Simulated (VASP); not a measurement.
# Si4Ru (Im-3m) in VASP: notebook, part 2 of 3

VASP 6.6.1. Earlier steps stand in the parts before.

### 4 Relaxation of cell and atoms, PBE

The input, INCAR:

```
PREC = Accurate
ENCUT = 600
EDIFF = 1E-6
ISMEAR = 0
SIGMA = 0.1
LREAL = F
LASPH = T
NELM = 80
ALGO = Normal
ISIF = 3
LWAVE = F
LCHARG = F
GGA = PE
IBRION = 2
NSW = 90
EDIFFG = -0.04
```

The input, KPOINTS:

```
Automatic mesh
0
Gamma
  4 4 4
```

The input, POSCAR:

```
Si4Ru
1.0
   -2.6654626400      2.6654626400      2.6654626400
    2.6654626400     -2.6654626400      2.6654626400
    2.6654626400      2.6654626400     -2.6654626400
Si Ru
4 1
Direct
    0.0000000000      0.0000000000      0.5000000000
    0.0000000000      0.5000000000      0.0000000000
    0.5000000000      0.0000000000      0.0000000000
    0.5000000000      0.5000000000      0.5000000000
    0.0000000000      0.0000000000      0.0000000000
```

Potentials or basis: VASP PAW PBE potentials, release 64 (Si, Ru_pv).

On the command line:

```console
cat potpaw_PBE.64/Si/POTCAR potpaw_PBE.64/Ru_pv/POTCAR > POTCAR
mpirun -np 1 vasp_std > vasp.out
```

OUTCAR:

```text
PREC = Accurate
   ENCUT = 600
   EDIFF = 1E-6
   ISMEAR = 0
   LREAL = F
   LASPH = T
   NELM = 80
   ISIF = 3
   GGA = PE
   IBRION = 2
   NSW = 90
   EDIFFG = -0.04

 ion  position               nearest neighbor table
   1  0.000  0.000  0.500-   5 2.31   5 2.31   4 2.67   2 2.67   3 2.67   2 2.67   3 2.67   4 2.67

   2  0.000  0.500  0.000-   5 2.31   5 2.31   4 2.67   1 2.67   3 2.67   1 2.67   4 2.67   3 2.67

   3  0.500  0.000  0.000-   5 2.31   5 2.31   4 2.67   1 2.67   4 2.67   2 2.67   1 2.67   2 2.67

   4  0.500  0.500  0.500-   5 2.31   5 2.31   3 2.67   1 2.67   3 2.67   2 2.67   1 2.67   2 2.67

   5  0.000  0.000  0.000-   1 2.31   2 2.31   3 2.31   4 2.31   1 2.31   2 2.31   3 2.31   4 2.31

  LATTYP: Found a body centered cubic cell.
 ALAT       =     5.3309252800

  Lattice vectors:

 A1 = (  -2.6654626400,   2.6654626400,   2.6654626400)
 A2 = (   2.6654626400,  -2.6654626400,   2.6654626400)
 A3 = (   2.6654626400,   2.6654626400,  -2.6654626400)

Analysis of symmetry for initial positions (statically):
=====================================================================
 Subroutine PRICEL returns:
 Original cell was already a primitive cell.

 Routine SETGRP: Setting up the symmetry group for a
 body centered cubic supercell.

 Subroutine GETGRP returns: Found 48 space group operations
 (whereof 48 operations were pure point group operations)
 out of a pool of 48 trial point group operations.

The static configuration has the point symmetry O_h .

Analysis of symmetry for dynamics (positions and initial velocities):
=====================================================================
 Subroutine PRICEL returns:
 Original cell was already a primitive cell.

 Routine SETGRP: Setting up the symmetry group for a
 body centered cubic supercell.

 Subroutine GETGRP returns: Found 48 space group operations
 (whereof 48 operations were pure point group operations)
 out of a pool of 48 trial point group operations.

The dynamic configuration has the point symmetry O_h .

 Subroutine INISYM returns: Found 48 space group operations
 (whereof 48 operations are pure point group operations),
 and found     1 'primitive' translations

----------------------------------------------------------------------------------------

                                     Primitive cell

  volume of cell :      75.7492

  direct lattice vectors                    reciprocal lattice vectors
    -2.665462640  2.665462640  2.665462640     0.000000000  0.187584696  0.187584696
     2.665462640 -2.665462640  2.665462640     0.187584696  0.000000000  0.187584696
     2.665462640  2.665462640 -2.665462640     0.187584696  0.187584696  0.000000000

  length of vectors
     4.616716718  4.616716718  4.616716718     0.265284822  0.265284822  0.265284822

  position of ions in fractional coordinates (direct lattice)
     0.000000000  0.000000000  0.500000000
     0.000000000  0.500000000  0.000000000
     0.500000000  0.000000000  0.000000000
     0.500000000  0.500000000  0.500000000
     0.000000000  0.000000000  0.000000000

  ion indices of the primitive-cell ions
   primitive index   ion index
                 1           1
                 2           2
                 3           3
                 4           4
                 5           5

----------------------------------------------------------------------------------------

 KPOINTS: Automatic mesh

Automatic generation of k-mesh.
 Grid dimensions read from file:
 generate k-points for:    4    4    4

 Generating k-lattice:

  Cartesian coordinates                     Fractional coordinates (reciprocal lattice)
     0.000000000  0.046896174  0.046896174     0.250000000  0.000000000  0.000000000
     0.046896174  0.000000000  0.046896174     0.000000000  0.250000000  0.000000000
     0.046896174  0.046896174  0.000000000     0.000000000  0.000000000  0.250000000

  Length of vectors
     0.066321205  0.066321205  0.066321205

  Shift w.r.t. Gamma in fractional coordinates (k-lattice)
     0.000000000  0.000000000  0.000000000

 Subroutine IBZKPT returns following result:
 ===========================================

 Found      8 irreducible k-points:

 Following reciprocal coordinates:
            Coordinates               Weight
  0.000000  0.000000  0.000000      1.000000
  0.250000  0.000000  0.000000     12.000000
  0.500000  0.000000  0.000000      6.000000
  0.250000  0.250000  0.000000     24.000000
  0.250000  0.250000  0.250000      2.000000
 -0.250000  0.250000  0.250000      6.000000
  0.500000  0.500000  0.250000     12.000000
  0.500000  0.500000  0.500000      1.000000
   k-points           NKPTS =      8   k-points in BZ     NKDIM =      8   number of bands    NBANDS=     19
   number of dos      NEDOS =    301   number of ions     NIONS =      5
   total plane-waves  NPLWV =  64000
   dimension x,y,z NGX =    40 NGY =   40 NGZ =   40
   dimension x,y,z NGXF=    80 NGYF=   80 NGZF=   80
   ions per type =               4   1
   NGX,Y,Z   is equivalent  to a cutoff of  14.40, 14.40, 14.40 a.u.
   NGXF,Y,Z  is equivalent  to a cutoff of  28.81, 28.81, 28.81 a.u.
 SYSTEM =  unknown system
   PREC   = accura    normal or accurate (medium, high low for compatibility)
   ISTART =      0    job   : 0-new  1-cont  2-samecut
   ICHARG =      2    charge: 1-file 2-atom 10-const
   ISPIN  =      1    spin polarized calculation?
   LNONCOLLINEAR =      F non collinear calculations
   LSORBIT =      F    spin-orbit coupling
   LASPH  =      T    aspherical Exc in radial PAW
   ENCUT  =  600.0 eV  44.10 Ry    6.64 a.u.   9.22  9.22  9.22*2*pi/ulx,y,z
   NELM   =     80;   NELMIN=  2; NELMDL= -5     # of ELM steps
   EDIFF  = 0.1E-05   stopping-criterion for ELM
   LREAL  =      F    real-space projection
   EDIFFG = -.4E-01   stopping-criterion for IOM
   NSW    =     90    number of steps for IOM
   IBRION =      2    ionic relax: 0-MD 1-quasi-New 2-CG
   NFREE  =      1    steps in history (QN), initial steepest desc. (CG)
   ISIF   =      3    stress and relaxation
   ISYM   =      2    0-nonsym 1-usesym 2-fastsym
   POTIM  = 0.5000    time-step for ionic-motion
   TEBEG  =    0.0;   TEEND  =   0.0 temperature during run
   PSTRESS=    0.0 pullay stress
   NELECT =      30.0000    total number of electrons
   NUPDOWN=      -1.0000    fix difference up-down
   EMIN   =  10.00;   EMAX   =-10.00  energy-range for DOS
   EFERMI =   0.00;   METHOD = LEGACY
   ISMEAR =     0;   SIGMA  =   0.10  broadening in eV -4-tet -1-fermi 0-gaus
   EFERMI_NEDOS =   21; number of points for ismear=-14 and -15
   IALGO  =     38    algorithm
   IMIX   =      4    mixing-type and parameters
     AMIX     =   0.40;   BMIX     =  1.00
     AMIX_MAG =   1.60;   BMIX_MAG =  1.00
  volume/ion in A,a.u.               =      15.15       102.24
  Fermi-wavevector in a.u.,A,eV,Ry     =   1.202235  2.271894 19.665435  1.445369
  Thomas-Fermi vector in A             =   2.338022
   LORBIT       =      0    0 simple, 1 ext, 2 COOP (PROOUT), +10 PAW based schemes
   GGA     = PE    functional components
   LHFCALC =     F    Hartree Fock is set to
   AEXX    =    0.0000 exact exchange contribution
   IVDW    =     0    specifies the selected vdW correction
   LEPSILON=     F    determine dielectric tensor
   LRPA    =     F    only Hartree local field effects (RPA)
 conjugate gradient relaxation of ions
 non-spin polarized calculation
 Gauss-broadening in eV      SIGMA  =   0.10
  energy-cutoff  :      600.00
  volume of cell :       75.75
 maximum number of plane-waves:      2550
 NGX is ok and might be reduce to    40
   NGX = 19   NGY = 19   NGZ = 19

--------------------------------------- Ionic step        1  -------------------------------------------

 number of electron      30.0000003 magnetization

 Free energy of the ion-electron system (eV)
  ---------------------------------------------------
  ext. energy  EPLUGINS =         0.00000000
  ---------------------------------------------------
  free energy    TOTEN  =       -29.02152615 eV

  energy without entropy =      -28.98194286  energy(sigma->0) =      -29.00173451

------------------------ aborting loop because EDIFF is reached ----------------------------------------

  FORCE on cell =-STRESS in cart. coord.  units (eV):
  Direction    XX          YY          ZZ          XY          YZ          ZX
  --------------------------------------------------------------------------------------
  -------------------------------------------------------------------------------------
  Total        7.2133296      7.2133296      7.2133296      0.0000000     -0.0000000     -0.0000000
  in kB      152.5697974    152.5697974    152.5697974      0.0000000     -0.0000000     -0.0000000
  external PRESSURE =     152.5697974 kB  Pullay stress =       0.0000000 kB
[... 102 lines left out ...]
  energy  without entropy=      -29.3489536480  energy(sigma->0) =      -29.36651910

--------------------------------------- Ionic step        4  -------------------------------------------

 number of electron      29.9999998 magnetization

 Free energy of the ion-electron system (eV)
  ---------------------------------------------------
  ext. energy  EPLUGINS =         0.00000000
  ---------------------------------------------------
  free energy    TOTEN  =       -29.38456097 eV

  energy without entropy =      -29.34982963  energy(sigma->0) =      -29.36719530

 E-fermi :   8.5007     XC(G=0): -10.7887

 val. band max:        8.4133314780   @ k =   0.2500   0.2500   0.0000
 cond. band min:       8.5401937594   @ k =   0.2500   0.2500   0.0000
 fundamental gap:      0.1268622813
 Fermi energy:         8.5007356410

 k-point     1 :       0.0000    0.0000    0.0000
  band No.  band energies     occupation
      1     -34.6342      2.00000
      2     -34.6342      2.00000
      3     -34.6342      2.00000
      4      -3.9462      2.00000
      5       1.3690      2.00000
      6       1.3690      2.00000
[... 11 lines left out ...]
     18       9.1204      0.00000
     19      10.2135      0.00000
[... 184 lines left out ...]
  FREE ENERGIE OF THE ION-ELECTRON SYSTEM (eV)
  ---------------------------------------------------
  free  energy   TOTEN  =       -29.3845609677 eV

  energy  without entropy=      -29.3498296256  energy(sigma->0) =      -29.36719530

 reached required accuracy - stopping structural energy minimisation
```

OSZICAR:

```text
N       E                     dE             d eps       ncg     rms          rms(c)
DAV:   1     0.175814758548E+03    0.17581E+03   -0.16590E+04   344   0.162E+03
DAV:   2    -0.206836001506E+02   -0.19650E+03   -0.18951E+03   339   0.328E+02
DAV:   3    -0.293872548971E+02   -0.87037E+01   -0.84780E+01   383   0.576E+01
[... 39 lines left out ...]
DAV:   3    -0.293845572049E+02    0.57813E-02   -0.27066E-02   333   0.140E+00    0.604E-02
DAV:   4    -0.293845792638E+02   -0.22059E-04   -0.13162E-03   356   0.209E-01    0.397E-02
DAV:   5    -0.293845571735E+02    0.22090E-04   -0.19223E-04   332   0.120E-01    0.200E-02
DAV:   6    -0.293845606297E+02   -0.34562E-05   -0.59857E-06   307   0.211E-02    0.517E-03
DAV:   7    -0.293845609677E+02   -0.33800E-06   -0.68195E-07   158   0.512E-03
   4 F= -.29384561E+02 E0= -.29367195E+02  d E =-.363035E+00
```

CONTCAR:

```text
Si4Ru
   1.00000000000000
    -2.7599820511283872    2.7599820511283872    2.7599820511283872
     2.7599820511283872   -2.7599820511283872    2.7599820511283872
     2.7599820511283872    2.7599820511283872   -2.7599820511283872
  Si              Ru
     4     1
Direct
     0.0000000000000000    0.0000000000000000    0.5000000000000000
     0.0000000000000000    0.5000000000000000    0.0000000000000000
     0.5000000000000000    0.0000000000000000    0.0000000000000000
     0.5000000000000000    0.5000000000000000    0.5000000000000000
     0.0000000000000000    0.0000000000000000    0.0000000000000000

  0.00000000E+00  0.00000000E+00  0.00000000E+00
  0.00000000E+00  0.00000000E+00  0.00000000E+00
  0.00000000E+00  0.00000000E+00  0.00000000E+00
  0.00000000E+00  0.00000000E+00  0.00000000E+00
  0.00000000E+00  0.00000000E+00  0.00000000E+00
```

Run time: 1.7 min. Hardware: 1 thread of Intel Xeon 8259CL, shared host; peak memory 0.24 GiB.

What came out:

```
Free energy                           : -29.3846 eV
Relaxed volume                        : 16.82 Å³/atom
Relaxed cell                          : a = 4.780 Å, b = 4.780 Å, c = 4.780 Å, α = 109.47°, β = 109.47°, γ = 109.47°
Space group after relaxing (to 0.1 Å) : Im-3m (No. 229)
Energy gained by relaxing             : 72.6 meV/atom
Ionic steps                           : 4
Pressure after relaxing               : -0.1 GPa
Band gap on the k mesh                : zero (bands 15 and 16 overlap by 0.08 eV)
```

Step by step:
| step | energy change (eV) | largest force (eV/Å) | pressure (GPa) | volume (Å³) |
| --- | --- | --- | --- | --- |
| 1 | 0.0000 | 0.0000 | 15.26 | 75.75 |
| 2 | -0.1183 | 0.0000 | -8.76 | 92.69 |
| 3 | -0.3626 | 0.0000 | -0.43 | 84.37 |
| 4 | -0.3630 | 0.0000 | -0.09 | 84.10 |

Final structure:
```yaml
crystal:
  lattice:
    - [-2.75998, 2.75998, 2.75998]
    - [2.75998, -2.75998, 2.75998]
    - [2.75998, 2.75998, -2.75998]
  atoms:
    - { symbol: Si, position: [0.00000, 0.00000, 0.50000] }
    - { symbol: Si, position: [0.00000, 0.50000, 0.00000] }
    - { symbol: Si, position: [0.50000, 0.00000, 0.00000] }
    - { symbol: Si, position: [0.50000, 0.50000, 0.50000] }
    - { symbol: Ru, position: [0.00000, 0.00000, 0.00000] }
```

Levels at points of the mesh, in eV from the Fermi level:
| k point | band 12 | band 13 | band 14 | band 15 | band 16 | band 17 | band 18 | band 19 |
| --- | --- | --- | --- | --- | --- | --- | --- | --- |
| (0.00, 0.00, 0.00) | -3.38 | -3.00 | -3.00 | -3.00 | 0.62 | 0.62 | 0.62 | 1.71 |
| (0.50, 0.00, 0.00) | -3.91 | -1.11 | -0.63 | -0.45 | 0.13 | 1.32 | 1.54 | 2.87 |
| (0.50, 0.50, 0.50) | -5.04 | -0.68 | -0.61 | -0.61 | 2.30 | 2.30 | 2.30 | 4.49 |

Caveat: the k points lie up to 0.40 Å⁻¹ apart in the final cell.

### 5 Single point, PBE, collinear spin, ferromagnetic start

This run uses another cell than the first one, of 16.79 Å³/atom.

The input, INCAR:

```
SYSTEM = Si4Ru
PREC     = Accurate       ! precision mode
ENCUT    = 520            ! plane-wave cutoff, eV
EDIFF    = 1E-7           ! SCF threshold, eV
ISMEAR   = 0              ! smearing method
SIGMA    = 0.1            ! smearing width, eV
LREAL    = .FALSE.        ! projectors in reciprocal space
LASPH    = .TRUE.         ! aspherical terms in the spheres
NELM     = 150            ! most SCF steps
ALGO     = Normal         ! electronic algorithm
ISIF     = 2              ! what is computed and relaxed
LWAVE    = .FALSE.        ! write WAVECAR
LCHARG   = .FALSE.        ! write CHGCAR
ISPIN    = 2              ! spin polarisation
MAGMOM   = 0 0 0 0 1      ! initial moments
LORBIT   = 11             ! projections on sites
LMAXMIX  = 4              ! l up to which the mixer works
GGA      = PE             ! functional
NBANDS   = 27             ! bands
```

The input, KPOINTS:

```
Automatic mesh
0
G
  4 4 4
  0 0 0
```

Changes to POSCAR since step 4:

```diff
@@ -2,5 +2,5 @@
 1.0
-   -2.6654626400      2.6654626400      2.6654626400
-    2.6654626400     -2.6654626400      2.6654626400
-    2.6654626400      2.6654626400     -2.6654626400
+   -2.7583363259      2.7583363259      2.7583363259
+    2.7583363259     -2.7583363259      2.7583363259
+    2.7583363259      2.7583363259     -2.7583363259
 Si Ru
```

On the command line:

```console
cat potpaw_PBE.64/Si/POTCAR potpaw_PBE.64/Ru_pv/POTCAR > POTCAR
mpirun -np 1 vasp_std > vasp.out
```

Run time: 82 s. Hardware: 1 thread of Intel Xeon 8259CL, shared host; peak memory 0.24 GiB.

Results (log left out):

* Free energy: -29.3863 eV
* Pressure: 0.1 GPa
* Band gap on the k mesh: zero (filled and empty bands overlap)
* Net moment: 0.00 μB per cell
* Valence electrons inside the program's atomic spheres: Si 1.56; Ru 13.12

Levels at points of the mesh, in eV from the Fermi level:
Spin up:
```tsv
k point	band 13	band 14	band 15	band 16	band 17	band 18
(0.00, 0.00, 0.00)	-3.00	-3.00	-3.00	0.63	0.63	0.63
(0.50, 0.00, 0.00)	-1.11	-0.64	-0.45	0.13	1.33	1.54
(0.50, 0.50, 0.50)	-0.66	-0.61	-0.61	2.30	2.30	2.30
```
Spin down:
| k point | band 11 | band 12 | band 13 | band 14 | band 15 | band 16 | band 17 | band 18 | band 19 | band 20 |
| --- | --- | --- | --- | --- | --- | --- | --- | --- | --- | --- |
| (0.00, 0.00, 0.00) | -3.39 | -3.39 | -3.00 | -3.00 | -3.00 | 0.63 | 0.63 | 0.63 | 1.71 | 2.96 |
| (0.50, 0.00, 0.00) | -3.96 | -3.92 | -1.11 | -0.64 | -0.45 | 0.13 | 1.33 | 1.54 | 2.88 | 3.31 |
| (0.50, 0.50, 0.50) | -5.05 | -5.05 | -0.66 | -0.61 | -0.61 | 2.30 | 2.30 | 2.30 | 4.49 | 4.49 |

Caveat: the k points lie up to 0.40 Å⁻¹ apart.

### 6 Single point, PBE

This run uses another cell than the first one, of 16.71 Å³/atom.

The input, INCAR:

```
SYSTEM = Si4Ru
PREC = Accurate
ENCUT = 520
EDIFF = 1E-6
ISMEAR = 0
SIGMA = 0.1
LREAL = .False.
LASPH = .True.
NELM = 60
ALGO = Normal
ISIF = 2
LWAVE = .False.
LCHARG = .False.
GGA = PE
NBANDS = 23
```

The input, KPOINTS:

```
Automatic mesh
0
Gamma
  10 10 10
  0 0 0
```

Changes to POSCAR since step 5:

```diff
@@ -2,5 +2,5 @@
 1.0
-   -2.7583363259      2.7583363259      2.7583363259
-    2.7583363259     -2.7583363259      2.7583363259
-    2.7583363259      2.7583363259     -2.7583363259
+   -2.7542215069      2.7542215069      2.7542215069
+    2.7542215069     -2.7542215069      2.7542215069
+    2.7542215069      2.7542215069     -2.7542215069
 Si Ru
```

Potentials or basis: VASP PAW PBE potentials, release 64 (Si, Ru_pv).

On the command line:

```console
cat potpaw_PBE.64/Si/POTCAR potpaw_PBE.64/Ru_pv/POTCAR > POTCAR
mpirun -np 1 vasp_std > vasp.out
```

It took 2 min on 1 thread of Intel Xeon 8259CL, shared host; peak memory 0.25 GiB.

The run converged. Its results:

```
Free energy            : -29.5354 eV
Pressure               : 0.0 GPa
Band gap on the k mesh : zero (bands 15 and 16 overlap by 0.69 eV)
```

Levels at points of the mesh, in eV from the Fermi level:
| k point | band 13 | band 14 | band 15 | band 16 | band 17 | band 18 |
| --- | --- | --- | --- | --- | --- | --- |
| (0.00, 0.00, 0.00) | -3.06 | -3.06 | -3.06 | 0.62 | 0.62 | 0.62 |
| (0.50, 0.00, 0.00) | -1.15 | -0.66 | -0.47 | 0.09 | 1.30 | 1.50 |
| (0.50, 0.50, 0.50) | -0.67 | -0.63 | -0.63 | 2.28 | 2.28 | 2.28 |

[end of part 2 of 3]
